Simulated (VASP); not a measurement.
# Sm2B2Rh (P-3m1) in VASP: a series of runs, part 2 of 2

VASP 6.6.1. The steps go on from the part before.

## 3. Single point, PBE

INCAR reads:

```
PREC = Accurate
ENCUT = 500
EDIFF = 1E-6
ISMEAR = 0
SIGMA = 0.1
LREAL = False
LASPH = True
NELM = 200
ALGO = Normal
ISIF = 2
LWAVE = False
LCHARG = True
GGA = PE
LELF = True
LVHAR = True
NBANDS = 30
GGA_COMPAT = False
LMAXMIX = 6
```

KPOINTS reads:

```
Automatic mesh
0
Gamma
  12 12 6
```

POSCAR reads:

```
Sm2B2Rh
1.0
    3.6882575496      0.0000000000      0.0000000000
   -1.8441287748      3.1941247337      0.0000000000
    0.0000000000      0.0000000000      7.9990244218
Sm B Rh
2 2 1
Direct
    0.3333333333      0.6666666667      0.2821827214
    0.6666666667      0.3333333333      0.7178172786
    0.3333333333      0.6666666667      0.9248744719
    0.6666666667      0.3333333333      0.0751255281
    0.0000000000      0.0000000000      0.0000000000
```

Potentials or basis: VASP PAW PBE potentials, release 64 (Sm_3, B, Rh_pv), 4f in core.

On the command line:

```sh
$ cat potpaw_PBE.64/Sm_3/POTCAR potpaw_PBE.64/B/POTCAR potpaw_PBE.64/Rh_pv/POTCAR > POTCAR
$ mpirun -np 1 vasp_std > vasp.out
```

OUTCAR:

```text
PREC = Accurate
   ENCUT = 500
   EDIFF = 1E-6
   ISMEAR = 0
   LREAL = False
   LASPH = True
   NELM = 200
   ISIF = 2
   GGA = PE

 ion  position               nearest neighbor table
   1  0.333  0.667  0.282-   4 2.70   4 2.70   4 2.70   3 2.86   5 3.10   5 3.10   5 3.10
   2  0.667  0.333  0.718-   3 2.70   3 2.70   3 2.70   4 2.86   5 3.10   5 3.10   5 3.10
   3  0.333  0.667  0.925-   5 2.21   5 2.21   5 2.21   2 2.70   2 2.70   2 2.70   1 2.86
   4  0.667  0.333  0.075-   5 2.21   5 2.21   5 2.21   1 2.70   1 2.70   1 2.70   2 2.86
   5  0.000  0.000  0.000-   3 2.21   4 2.21   4 2.21   3 2.21   4 2.21   3 2.21   1 3.10   2 3.10
                             1 3.10   2 3.10   2 3.10   1 3.10

  LATTYP: Found a hexagonal cell.
 ALAT       =     3.6882575496
 C/A-ratio  =     2.1687814135

  Lattice vectors:

 A1 = (   3.6882575496,   0.0000000000,   0.0000000000)
 A2 = (  -1.8441287748,   3.1941247337,   0.0000000000)
 A3 = (   0.0000000000,   0.0000000000,   7.9990244218)

Analysis of symmetry for initial positions (statically):
=====================================================================
 Subroutine PRICEL returns:
 Original cell was already a primitive cell.

 Routine SETGRP: Setting up the symmetry group for a
 hexagonal supercell.

 Subroutine GETGRP returns: Found 12 space group operations
 (whereof 12 operations were pure point group operations)
 out of a pool of 24 trial point group operations.

The static configuration has the point symmetry D_3d.

Analysis of symmetry for dynamics (positions and initial velocities):
=====================================================================
 Subroutine PRICEL returns:
 Original cell was already a primitive cell.

 Routine SETGRP: Setting up the symmetry group for a
 hexagonal supercell.

 Subroutine GETGRP returns: Found 12 space group operations
 (whereof 12 operations were pure point group operations)
 out of a pool of 24 trial point group operations.

The dynamic configuration has the point symmetry D_3d.

 Subroutine INISYM returns: Found 12 space group operations
 (whereof 12 operations are pure point group operations),
 and found     1 'primitive' translations

----------------------------------------------------------------------------------------

                                     Primitive cell

  volume of cell :      94.2345

  direct lattice vectors                    reciprocal lattice vectors
     3.688257550  0.000000000  0.000000000     0.271130740  0.156537406  0.000000000
    -1.844128775  3.194124734  0.000000000     0.000000000  0.313074812  0.000000000
     0.000000000  0.000000000  7.999024422     0.000000000  0.000000000  0.125015245

  length of vectors
     3.688257550  3.688257550  7.999024422     0.313074812  0.313074812  0.125015245

  position of ions in fractional coordinates (direct lattice)
     0.333333333  0.666666667  0.282182721
     0.666666667  0.333333333  0.717817279
     0.333333333  0.666666667  0.924874472
     0.666666667  0.333333333  0.075125528
     0.000000000  0.000000000  0.000000000

  ion indices of the primitive-cell ions
   primitive index   ion index
                 1           1
                 2           2
                 3           3
                 4           4
                 5           5

----------------------------------------------------------------------------------------

 KPOINTS: Automatic mesh

Automatic generation of k-mesh.
 Grid dimensions read from file:
 generate k-points for:   12   12    6

 Generating k-lattice:

  Cartesian coordinates                     Fractional coordinates (reciprocal lattice)
     0.022594228  0.013044784  0.000000000     0.083333333  0.000000000  0.000000000
     0.000000000  0.026089568  0.000000000     0.000000000  0.083333333  0.000000000
     0.000000000  0.000000000  0.020835874     0.000000000  0.000000000  0.166666667

  Length of vectors
     0.026089568  0.026089568  0.020835874

  Shift w.r.t. Gamma in fractional coordinates (k-lattice)
     0.000000000  0.000000000  0.000000000

 Subroutine IBZKPT returns following result:
 ===========================================

 Found    100 irreducible k-points:

 Following reciprocal coordinates:
            Coordinates               Weight
  0.000000  0.000000  0.000000      1.000000
  0.083333 -0.000000  0.000000      6.000000
  0.166667 -0.000000  0.000000      6.000000
  0.250000  0.000000  0.000000      6.000000
  0.333333  0.000000  0.000000      6.000000
  0.416667  0.000000  0.000000      6.000000
[... 16 lines left out ...]
  0.166667 -0.000000  0.166667      6.000000
  0.000000  0.166667  0.166667      6.000000
 [... further k-points ...]
   k-points           NKPTS =    100   k-points in BZ     NKDIM =    100   number of bands    NBANDS=     30
   number of dos      NEDOS =    301   number of ions     NIONS =      5
   total plane-waves  NPLWV =  47040
   dimension x,y,z NGX =    28 NGY =   28 NGZ =   60
   dimension x,y,z NGXF=    56 NGYF=   56 NGZF=  120
   ions per type =               2   2   1
   NGX,Y,Z   is equivalent  to a cutoff of  12.62, 12.62, 12.47 a.u.
   NGXF,Y,Z  is equivalent  to a cutoff of  25.24, 25.24, 24.94 a.u.
 SYSTEM =  unknown system
   PREC   = accura    normal or accurate (medium, high low for compatibility)
   ISTART =      0    job   : 0-new  1-cont  2-samecut
   ICHARG =      2    charge: 1-file 2-atom 10-const
   ISPIN  =      1    spin polarized calculation?
   LNONCOLLINEAR =      F non collinear calculations
   LSORBIT =      F    spin-orbit coupling
   LASPH  =      T    aspherical Exc in radial PAW
   ENCUT  =  500.0 eV  36.75 Ry    6.06 a.u.   6.72  6.72 14.58*2*pi/ulx,y,z
   NELM   =    200;   NELMIN=  2; NELMDL= -5     # of ELM steps
   EDIFF  = 0.1E-05   stopping-criterion for ELM
   LREAL  =      F    real-space projection
   EDIFFG = 0.1E-04   stopping-criterion for IOM
   NSW    =      0    number of steps for IOM
   IBRION =     -1    ionic relax: 0-MD 1-quasi-New 2-CG
   NFREE  =      0    steps in history (QN), initial steepest desc. (CG)
   ISIF   =      2    stress and relaxation
   ISYM   =      2    0-nonsym 1-usesym 2-fastsym
   POTIM  = 0.5000    time-step for ionic-motion
   TEBEG  =    0.0;   TEEND  =   0.0 temperature during run
   PSTRESS=    0.0 pullay stress
   NELECT =      43.0000    total number of electrons
   NUPDOWN=      -1.0000    fix difference up-down
   EMIN   =  10.00;   EMAX   =-10.00  energy-range for DOS
   EFERMI =   0.00;   METHOD = LEGACY
   ISMEAR =     0;   SIGMA  =   0.10  broadening in eV -4-tet -1-fermi 0-gaus
   EFERMI_NEDOS =   21; number of points for ismear=-14 and -15
   IALGO  =     38    algorithm
   IMIX   =      4    mixing-type and parameters
     AMIX     =   0.40;   BMIX     =  1.00
     AMIX_MAG =   1.60;   BMIX_MAG =  1.00
  volume/ion in A,a.u.               =      18.85       127.19
  Fermi-wavevector in a.u.,A,eV,Ry     =   1.260359  2.381733 21.612920  1.588505
  Thomas-Fermi vector in A             =   2.393873
   LORBIT       =      0    0 simple, 1 ext, 2 COOP (PROOUT), +10 PAW based schemes
   GGA     = PE    functional components
   LHFCALC =     F    Hartree Fock is set to
   AEXX    =    0.0000 exact exchange contribution
   IVDW    =     0    specifies the selected vdW correction
   LEPSILON=     F    determine dielectric tensor
   LRPA    =     F    only Hartree local field effects (RPA)
 non-spin polarized calculation
 Gauss-broadening in eV      SIGMA  =   0.10
  energy-cutoff  :      500.00
  volume of cell :       94.23
 maximum number of plane-waves:      2418
 NGX is ok and might be reduce to    28
   NGX = 13   NGY = 13   NGZ = 29

 number of electron      43.0000001 magnetization

 Free energy of the ion-electron system (eV)
  ---------------------------------------------------
  ext. energy  EPLUGINS =         0.00000000
  ---------------------------------------------------
  free energy    TOTEN  =       -31.43338838 eV

  energy without entropy =      -31.41668245  energy(sigma->0) =      -31.42503541

 E-fermi :   4.8184     XC(G=0): -10.7086

 val. band max:        4.8130021857   @ k =   0.4167   0.0000   0.5000
 cond. band min:       4.8190119003   @ k =   0.2500   0.0000   0.5000
 fundamental gap:      0.0060097146
 Fermi energy:         4.8183951648

 k-point     1 :       0.0000    0.0000    0.0000
  band No.  band energies     occupation
      1     -41.9157      2.00000
      2     -41.9157      2.00000
      3     -41.6929      2.00000
      4     -35.9108      2.00000
      5     -35.8977      2.00000
      6     -15.6261      2.00000
[... 781 lines left out ...]
     29       8.5898      0.00000
     30       8.8004      0.00000

 [... further k-points ...]
[... 5 lines left out ...]
  --------------------------------------------------------------------------------------
  -------------------------------------------------------------------------------------
  Total        0.2442499      0.2442499      0.2302436      0.0000000     -0.0000000      0.0000000
  in kB        4.1527408      4.1527408      3.9146063      0.0000000     -0.0000000      0.0000000
  external PRESSURE =       4.0733626 kB  Pullay stress =       0.0000000 kB

 VOLUME and BASIS-vectors are now :
 -----------------------------------------------------------------------------
  energy-cutoff  :      500.00
  volume of cell :       94.23
      direct lattice vectors                 reciprocal lattice vectors
     3.688257550  0.000000000  0.000000000     0.271130740  0.156537406  0.000000000
    -1.844128775  3.194124734  0.000000000     0.000000000  0.313074812  0.000000000
     0.000000000  0.000000000  7.999024422     0.000000000  0.000000000  0.125015245

 POSITION                                       TOTAL-FORCE (eV/Angst)
 -----------------------------------------------------------------------------------
     -0.00000      2.12942      2.25719         0.000000      0.000000      0.041877
      1.84413      1.06471      5.74184        -0.000000      0.000000     -0.041877
     -0.00000      2.12942      7.39809         0.000000      0.000000      0.024712
      1.84413      1.06471      0.60093        -0.000000     -0.000000     -0.024712
      0.00000      0.00000      0.00000         0.000000      0.000000     -0.000000
 -----------------------------------------------------------------------------------
    total drift:                                0.000000     -0.000000      0.000000

  FREE ENERGIE OF THE ION-ELECTRON SYSTEM (eV)
  ---------------------------------------------------
  free  energy   TOTEN  =       -31.4333883762 eV

  energy  without entropy=      -31.4166824501  energy(sigma->0) =      -31.42503541
```

OSZICAR:

```text
N       E                     dE             d eps       ncg     rms          rms(c)
DAV:   1     0.393773647499E+03    0.39377E+03   -0.21860E+04  6080   0.132E+03
DAV:   2    -0.205293633354E+02   -0.41430E+03   -0.40268E+03  6560   0.393E+02
DAV:   3    -0.350812027278E+02   -0.14552E+02   -0.14270E+02  7632   0.731E+01
DAV:   4    -0.353211860962E+02   -0.23998E+00   -0.23921E+00  7410   0.891E+00
DAV:   5    -0.353265470801E+02   -0.53610E-02   -0.53595E-02  7568   0.123E+00    0.180E+01
DAV:   6    -0.317536033301E+02    0.35729E+01   -0.32059E+01  7484   0.273E+01    0.497E+00
DAV:   7    -0.314909850324E+02    0.26262E+00   -0.27012E+00  7156   0.112E+01    0.388E+00
DAV:   8    -0.314623274430E+02    0.28658E-01   -0.54175E-01  7356   0.391E+00    0.240E+00
DAV:   9    -0.314408072205E+02    0.21520E-01   -0.19151E-01  7162   0.223E+00    0.593E-01
DAV:  10    -0.314336860971E+02    0.71211E-02   -0.22370E-02  7500   0.956E-01    0.157E-01
DAV:  11    -0.314334149657E+02    0.27113E-03   -0.59344E-03  7312   0.332E-01    0.604E-02
DAV:  12    -0.314333867972E+02    0.28169E-04   -0.48888E-04  7136   0.129E-01    0.163E-02
DAV:  13    -0.314333884751E+02   -0.16779E-05   -0.19968E-05  7026   0.307E-02    0.593E-03
DAV:  14    -0.314333883762E+02    0.98905E-07   -0.18031E-06  5210   0.706E-03
   1 F= -.31433388E+02 E0= -.31425035E+02  d E =-.167059E-01
```

It took 2.4 min on 1 thread of AMD EPYC 9R45 (Zen 5), shared host; peak memory 0.36 GiB.

What came out:

```yaml
Free_energy: -31.4334 eV
Pressure: 0.4 GPa
Largest_force: 0.042 eV/Å
Band_gap_on_the_k_mesh: zero (an odd number of electrons rules out a gap without spin polarisation)
```

Forces in eV/Å, atoms in the order of the input:
```
Sm   0.000  0.000  0.042
Sm   0.000  0.000 -0.042
B    0.000  0.000  0.025
B    0.000  0.000 -0.025
Rh   0.000  0.000  0.000
```

Caveat: spin-orbit coupling is left out, which moves the levels of the heavy elements; the 4f electrons are frozen in the core, so they carry no moment and show no levels. Spin polarisation is off, so any magnetic state and its effect on volume and gap are missing.
